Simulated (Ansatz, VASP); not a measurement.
## Two plane-wave programs on CdSe

```
Cd Se
1.0
     0.00000    3.06778    3.06778
     3.06778    0.00000    3.06778
     3.06778    3.06778    0.00000
Cd Se
1 1
Direct
  0.00000 0.00000 0.00000
  0.25000 0.25000 0.25000
```

Alike in both runs: task single point; functional r2SCAN; k mesh 6 × 6 × 6; occupations gaussian, width 0.05 eV; no spin polarisation.

|  | VASP | Ansatz |
| --- | --- | --- |
| version | VASP 6.6.1 | Ansatz 0.2.0 |
| potentials or method | VASP PAW PBE potentials, release 64 (Cd, Se) | plane waves |
| plane-wave cutoff (eV) | 520 | 500 |
| valence electrons in the cell | 18 | 36 |

Ansatz gave:

```
gap on the k mesh at the Fermi level (eV) : 1.04
pressure (GPa)                            : 0.0
```

Problem. Estimate VASP's values.

Solution. gap on the k mesh at the Fermi level (eV): 1.03; pressure (GPa): 0.2.

VASP's potentials were made for PBE, not for r2SCAN. The functional is the same, so the differences come from potentials, cutoffs and numerics. VASP's potentials hold 18 valence electrons a cell and Ansatz's 36, so a difference there can come from the potentials and not from the codes.
